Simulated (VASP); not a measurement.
Na16H (a cell with a defect), 17 atoms in the cell. The cell holds a defect, 17 atoms: a = 8.460 Å, b = 8.460 Å, c = 8.460 Å, α = 90.00°, β = 90.00°, γ = 90.00°. 

| Item | Value |
| --- | --- |
| Program | VASP 6.6.1 |
| Task | single point |
| Functional | PBE |
| Potentials or basis | VASP PAW PBE potentials, release 64 (Na_pv, H) |
| Cutoff | 520 eV |
| k mesh | 2 × 2 × 2 |
| Occupations | gaussian, width 0.15 eV |
| Spin | no spin polarisation |
| Dipole correction | no |
| Further INCAR settings | LREAL = Auto; ALGO = Normal; EDIFF = 1e-06; NBANDS = 70 |

Potentials or basis: VASP PAW PBE potentials, release 64 (Na_pv, H).

The run is started by

```bash
$ cat potpaw_PBE.64/Na_pv/POTCAR potpaw_PBE.64/H/POTCAR > POTCAR
$ mpirun -np 1 vasp_std > vasp.out
```

Hardware: 1 thread of Intel Xeon 8259CL (shared host).

Question: Estimate the wall time of this run.

Answer: Run time: 9.7 min on 1 thread of Intel Xeon 8259CL (shared host), peak memory 0.64 GiB. Counts: scf iterations 13, k points 8.
